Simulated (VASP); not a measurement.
# Ti5Al15H (a cell with a defect) in VASP: single point with PBE

Aim: the single point of Ti5Al15H (a cell with a defect) with PBE.

Program: VASP 6.6.1. These are calculated values, not measurements. Logs are shortened: lines on timing, memory, paths and dates and some standing lists are left out, and cuts for length are marked.

**1. The cell of the first run**

The cell holds a defect, 21 atoms: a = 7.454 Å, b = 7.454 Å, c = 7.454 Å, α = 109.32°, β = 109.55°, γ = 109.55°.

**2. Single point, PBE**

The input, INCAR:

```
SYSTEM = Ti5Al15H
  ALGO = Normal
  EDIFF = 1E-6
  ENCUT = 400
  GGA = PE
  GGA_COMPAT = .False.
  ISIF = 2
  ISMEAR = 0
  LASPH = .True.
  LCHARG = .True.
  LELF = .True.
  LREAL = .False.
  LVHAR = .True.
  LWAVE = .False.
  NBANDS = 69
  NELM = 120
  PREC = Accurate
  SIGMA = 0.1
```

The input, KPOINTS:

```
Automatic mesh
0
Gamma
  4 4 4
  0.5 0.5 0.5
```

The input, POSCAR:

```
Ti5Al15H
1.0
   -5.7680202880     -1.9226734293      4.3114047964
   -1.9226734293      5.7680202880     -4.3114047964
    1.9226734293     -5.7680202880     -4.3114047964
Ti Al H
5 15 1
Direct
    0.7997764345      0.1992093037      0.5982576747
    0.3999906527      0.6005741143      0.8005728214
    0.5990431253      0.3982517065      0.1984803391
    0.2009493625      0.7994258770      0.3992029435
    1.0002233716      0.9984738850      0.9994270890
    0.3999994946      0.1055007454      0.3054984122
    0.0005510036      0.5024082111      0.5012578337
    0.1988508262      0.3012514360      0.9007014426
    0.7994359190      0.7006981330      0.1018499967
    0.6011508155      0.9018585879      0.7024186340
    0.7099676831      0.0581615883      0.1561038583
    0.2964121682      0.4472877655      0.3486794438
    0.5035937904      0.2522822601      0.7508927809
    0.0900461812      0.6461304001      0.9481802392
    0.9000079647      0.8491916617      0.5492037432
    0.5020572320      0.7482001506      0.2581664893
    0.1013975629      0.1486815717      0.4522761350
    0.2979544478      0.9560879496      0.8461344355
    0.9000005792      0.3491954988      0.0491927052
    0.6986131287      0.5508808497      0.6473021645
    0.3999611105      0.8091109547      1.0091052928
```

Potentials or basis: VASP PAW PBE potentials, release 64 (Ti_sv, Al, H).

Run with:

```console
cat potpaw_PBE.64/Ti_sv/POTCAR potpaw_PBE.64/Al/POTCAR potpaw_PBE.64/H/POTCAR > POTCAR
mpirun -np 1 vasp_std > vasp.out
```

OUTCAR:

```text
SYSTEM = Ti5Al15H
   EDIFF = 1E-6
   ENCUT = 400
   GGA = PE
   ISIF = 2
   ISMEAR = 0
   LASPH = .True.
   LREAL = .False.
   NELM = 120
   PREC = Accurate

 ion  position               nearest neighbor table
   1  0.800  0.199  0.598-   8 2.72   6 2.72   7 2.72  10 2.72  11 2.86  14 2.87  16 2.87  13 2.88
                            17 2.88  15 2.89  19 2.89  20 2.91
   2  0.400  0.601  0.801-  21 1.80   7 2.72  10 2.72   8 2.72   9 2.72  17 2.89  13 2.89  12 2.89
                            20 2.89  14 2.94  18 2.94  11 2.94  16 2.94
   3  0.599  0.398  0.198-   9 2.72   6 2.72   8 2.72   7 2.72  18 2.86  16 2.87  11 2.87  20 2.88
                            13 2.88  19 2.89  15 2.89  12 2.91
   4  0.201  0.799  0.399-   7 2.72   6 2.72  10 2.72   9 2.72  16 2.86  18 2.87  14 2.87  17 2.88
                            12 2.88  19 2.89  15 2.89  13 2.91
   5  0.000  0.998  0.999-  10 2.72   6 2.72   9 2.72   8 2.72  14 2.86  11 2.87  18 2.87  12 2.88
                            20 2.88  15 2.89  19 2.89  17 2.91
   6  0.400  0.106  0.305-   3 2.72   5 2.72   1 2.72   4 2.72  12 2.85  17 2.85  20 2.85  13 2.85
                            16 2.95  11 2.95  18 2.95  14 2.95
   7  0.001  0.502  0.501-   4 2.72   2 2.72   1 2.72   3 2.72  11 2.85  15 2.87  12 2.88  20 2.88
                            14 2.89  18 2.89  19 2.90  17 2.92
   8  0.199  0.301  0.901-   1 2.72   2 2.72   3 2.72   5 2.72  18 2.85  19 2.87  17 2.88  12 2.88
                            16 2.89  14 2.89  15 2.90  13 2.92
   9  0.799  0.701  0.102-   3 2.72   2 2.72   5 2.72   4 2.72  14 2.85  15 2.87  13 2.88  17 2.88
[... 8 lines left out ...]
                             3 2.88   2 2.89   4 2.91   8 2.92
  14  0.090  0.646  0.948-  21 2.02  19 2.68  20 2.69  18 2.81  16 2.81   9 2.85   5 2.86   1 2.87
                             4 2.87   7 2.89   8 2.89   2 2.94   6 2.95
  15  0.900  0.849  0.549-  18 2.68  16 2.68  20 2.70  17 2.70   7 2.87   9 2.87   5 2.89   1 2.89
                             4 2.89   3 2.89   8 2.90  10 2.90
  16  0.502  0.748  0.258-  21 2.02  15 2.68  12 2.69  14 2.81  11 2.81  10 2.85   4 2.86   3 2.87
                             1 2.87   8 2.89   9 2.89   2 2.94   6 2.95
  17  0.101  0.149  0.452-  11 2.69  15 2.70  13 2.72  12 2.72   6 2.85   4 2.88   8 2.88   9 2.88
                             1 2.88   2 2.89   5 2.91   7 2.92
  18  0.298  0.956  0.846-  21 2.02  15 2.68  13 2.69  14 2.81  11 2.81   8 2.85   3 2.86   4 2.87
                             5 2.87  10 2.89   7 2.89   2 2.94   6 2.95
  19  0.900  0.349  0.049-  11 2.68  14 2.68  13 2.70  12 2.70  10 2.87   8 2.87   4 2.89   3 2.89
                             1 2.89   5 2.89   9 2.90   7 2.90
  20  0.699  0.551  0.647-  14 2.69  15 2.70  13 2.72  12 2.72   6 2.85   3 2.88  10 2.88   7 2.88
                             5 2.88   2 2.89   1 2.91   9 2.92
  21  0.400  0.809  0.009-   2 1.80  14 2.02  18 2.02  16 2.02  11 2.02

  LATTYP: Found a body centered tetragonal cell.
 ALAT       =     8.5984569730
 C/A-ratio  =     1.0028322081

  Lattice vectors:

 A1 = (   1.9226734293,  -5.7680202880,   4.3114047964)
 A2 = (  -1.9226734293,   5.7680202880,   4.3114047964)
 A3 = (  -5.7680202880,  -1.9226734293,  -4.3114047964)

Analysis of symmetry for initial positions (statically):
=====================================================================
 Subroutine PRICEL returns:
 Original cell was already a primitive cell.

 Routine SETGRP: Setting up the symmetry group for a
 body centered tetragonal supercell.

 Subroutine GETGRP returns: Found  1 space group operations
 (whereof  1 operations were pure point group operations)
 out of a pool of 16 trial point group operations.

The static configuration has the point symmetry C_1 .

Analysis of symmetry for dynamics (positions and initial velocities):
=====================================================================
 Subroutine PRICEL returns:
 Original cell was already a primitive cell.

 Routine SETGRP: Setting up the symmetry group for a
 body centered tetragonal supercell.

 Subroutine GETGRP returns: Found  1 space group operations
 (whereof  1 operations were pure point group operations)
 out of a pool of 16 trial point group operations.

The dynamic configuration has the point symmetry C_1 .

 Subroutine INISYM returns: Found  1 space group operations
 (whereof  1 operations are pure point group operations),
 and found     1 'primitive' translations

----------------------------------------------------------------------------------------

                                     Primitive cell

[... 68 lines left out ...]
    -0.039008185 -0.013002728  0.000000000     0.250000000  0.000000000 -0.000000000
    -0.026005456  0.013002728 -0.028992870     0.000000000  0.250000000  0.000000000
    -0.013002728 -0.026005456 -0.028992870     0.000000000 -0.000000000  0.250000000

  Length of vectors
     0.041118237  0.041060215  0.041060215

  Shift w.r.t. Gamma in fractional coordinates (k-lattice)
     0.500000000  0.500000000  0.500000000

 Subroutine IBZKPT returns following result:
 ===========================================

 Found     32 irreducible k-points:

 Following reciprocal coordinates:
            Coordinates               Weight
  0.125000  0.125000  0.125000      2.000000
 -0.125000 -0.125000  0.375000      2.000000
 -0.375000  0.125000  0.125000      2.000000
 -0.125000  0.375000 -0.125000      2.000000
  0.375000  0.125000  0.125000      2.000000
 -0.125000 -0.375000 -0.375000      2.000000
[... 16 lines left out ...]
  0.375000  0.375000  0.375000      2.000000
  0.125000 -0.125000  0.125000      2.000000
 [... further k-points ...]
   k-points           NKPTS =     32   k-points in BZ     NKDIM =     32   number of bands    NBANDS=     69
   number of dos      NEDOS =    301   number of ions     NIONS =     21
   total plane-waves  NPLWV = 125000
   dimension x,y,z NGX =    50 NGY =   50 NGZ =   50
   dimension x,y,z NGXF=   100 NGYF=  100 NGZF=  100
   ions per type =               5  15   1
   NGX,Y,Z   is equivalent  to a cutoff of  11.15, 11.15, 11.15 a.u.
   NGXF,Y,Z  is equivalent  to a cutoff of  22.30, 22.30, 22.30 a.u.
 SYSTEM =  Ti5Al15H
   PREC   = accura    normal or accurate (medium, high low for compatibility)
   ISTART =      0    job   : 0-new  1-cont  2-samecut
   ICHARG =      2    charge: 1-file 2-atom 10-const
   ISPIN  =      1    spin polarized calculation?
   LNONCOLLINEAR =      F non collinear calculations
   LSORBIT =      F    spin-orbit coupling
   LASPH  =      T    aspherical Exc in radial PAW
   ENCUT  =  400.0 eV  29.40 Ry    5.42 a.u.  12.15 12.15 12.15*2*pi/ulx,y,z
   NELM   =    120;   NELMIN=  2; NELMDL= -5     # of ELM steps
   EDIFF  = 0.1E-05   stopping-criterion for ELM
   LREAL  =      F    real-space projection
   EDIFFG = 0.1E-04   stopping-criterion for IOM
   NSW    =      0    number of steps for IOM
   IBRION =     -1    ionic relax: 0-MD 1-quasi-New 2-CG
   NFREE  =      0    steps in history (QN), initial steepest desc. (CG)
   ISIF   =      2    stress and relaxation
   ISYM   =      2    0-nonsym 1-usesym 2-fastsym
   POTIM  = 0.5000    time-step for ionic-motion
   TEBEG  =    0.0;   TEEND  =   0.0 temperature during run
   PSTRESS=    0.0 pullay stress
   NELECT =     106.0000    total number of electrons
   NUPDOWN=      -1.0000    fix difference up-down
   EMIN   =  10.00;   EMAX   =-10.00  energy-range for DOS
   EFERMI =   0.00;   METHOD = LEGACY
   ISMEAR =     0;   SIGMA  =   0.10  broadening in eV -4-tet -1-fermi 0-gaus
   EFERMI_NEDOS =   21; number of points for ismear=-14 and -15
   IALGO  =     38    algorithm
   IMIX   =      4    mixing-type and parameters
     AMIX     =   0.40;   BMIX     =  1.00
     AMIX_MAG =   1.60;   BMIX_MAG =  1.00
  volume/ion in A,a.u.               =      15.18       102.43
  Fermi-wavevector in a.u.,A,eV,Ry     =   1.134201  2.143330 17.502708  1.286413
  Thomas-Fermi vector in A             =   2.270905
   LORBIT       =      0    0 simple, 1 ext, 2 COOP (PROOUT), +10 PAW based schemes
   GGA     = PE    functional components
   LHFCALC =     F    Hartree Fock is set to
   AEXX    =    0.0000 exact exchange contribution
   IVDW    =     0    specifies the selected vdW correction
   LEPSILON=     F    determine dielectric tensor
   LRPA    =     F    only Hartree local field effects (RPA)
 non-spin polarized calculation
 Gauss-broadening in eV      SIGMA  =   0.10
  energy-cutoff  :      400.00
  volume of cell :      318.76
 maximum number of plane-waves:      5800
 NGX is ok and might be reduce to    50
   NGX = 25   NGY = 25   NGZ = 25

 number of electron     106.0000028 magnetization

 Free energy of the ion-electron system (eV)
  ---------------------------------------------------
  ext. energy  EPLUGINS =         0.00000000
  ---------------------------------------------------
  free energy    TOTEN  =      -106.52322658 eV

  energy without entropy =     -106.48541328  energy(sigma->0) =     -106.50431993

 E-fermi :   8.3202     XC(G=0): -10.7525

 val. band max:        8.3108510875   @ k =  -0.3750   0.1250  -0.3750
 cond. band min:       8.3239266414   @ k =  -0.1250  -0.1250   0.1250
 fundamental gap:      0.0130755538
 Fermi energy:         8.3201555223

 k-point     1 :       0.1250    0.1250    0.1250
  band No.  band energies     occupation
      1     -48.2322      2.00000
      2     -48.2074      2.00000
      3     -48.2068      2.00000
      4     -48.2066      2.00000
      5     -48.2061      2.00000
      6     -24.5633      2.00000
[... 1621 lines left out ...]
     64      10.0930      0.00000
     65      10.1656      0.00000

 [... further k-points ...]

 [bands above 65 left out]

------------------------ aborting loop because EDIFF is reached ----------------------------------------

  FORCE on cell =-STRESS in cart. coord.  units (eV):
  Direction    XX          YY          ZZ          XY          YZ          ZX
  --------------------------------------------------------------------------------------
  -------------------------------------------------------------------------------------
  Total        1.2808445      1.2810129     -0.2959865     -0.0000617      0.0001348      0.0001583
  in kB        6.4379431      6.4387895     -1.4877251     -0.0003100      0.0006776      0.0007956
  external PRESSURE =       3.7963358 kB  Pullay stress =       0.0000000 kB

 VOLUME and BASIS-vectors are now :
 -----------------------------------------------------------------------------
  energy-cutoff  :      400.00
  volume of cell :      318.76
      direct lattice vectors                 reciprocal lattice vectors
    -5.768020288 -1.922673429  4.311404796    -0.156032738 -0.052010913  0.000000000
    -1.922673429  5.768020288 -4.311404796    -0.104021826  0.052010913 -0.115971481
     1.922673429 -5.768020288 -4.311404796    -0.052010913 -0.104021826 -0.115971481

 POSITION                                       TOTAL-FORCE (eV/Angst)
 -----------------------------------------------------------------------------------
     -3.84589     -3.83943      0.00996         0.000375     -0.000843      0.000318
     -1.92262     -1.92265     -4.31639        -0.000352     -0.000320      0.008139
     -3.83939      0.00052      0.00996        -0.000893     -0.000254      0.000178
     -1.92858      1.92213     -4.30140         0.000474      0.000405     -0.000167
      0.00054     -0.00593     -8.61280        -0.000364      0.000321     -0.000073
     -1.92268     -1.92266     -0.04742         0.000176     -0.000247     -0.002628
[... 13 lines left out ...]
     -3.84423     -1.89936     -2.15385         0.000858      0.000877      0.000149
     -3.84513      3.84545     -1.80327        -0.000331     -0.000255     -0.009376
 -----------------------------------------------------------------------------------
    total drift:                                0.000167     -0.000073     -0.000311

  FREE ENERGIE OF THE ION-ELECTRON SYSTEM (eV)
  ---------------------------------------------------
  free  energy   TOTEN  =      -106.5232265768 eV

  energy  without entropy=     -106.4854132823  energy(sigma->0) =     -106.50431993
```

Wall time 7.5 min (1 thread of AMD EPYC 9R45 (Zen 5), shared host); peak memory 0.53 GiB.

What came out:

```yaml
Free_energy: -106.5232 eV
Pressure: 0.4 GPa
Largest_force: 0.009 eV/Å
Band_gap_on_the_k_mesh: zero (bands 53 and 54 overlap by 0.45 eV)
```

Forces in eV/Å, atoms in the order of the input:
```
Ti   0.000 -0.001  0.000
Ti   0.000  0.000  0.008
Ti  -0.001  0.000  0.000
Ti   0.000  0.000  0.000
Ti   0.000  0.000  0.000
Al   0.000  0.000 -0.003
Al  -0.001  0.000  0.001
Al   0.000  0.001  0.001
Al   0.000  0.000  0.001
Al   0.000  0.000  0.001
Al   0.002 -0.001  0.001
Al   0.000 -0.001  0.000
Al   0.000  0.001  0.001
Al  -0.001  0.000  0.000
Al   0.000  0.000 -0.003
Al   0.000  0.001  0.002
Al   0.000  0.000  0.000
Al   0.000 -0.001  0.001
Al   0.000  0.000 -0.003
Al   0.001  0.001  0.000
H    0.000  0.000 -0.009
```
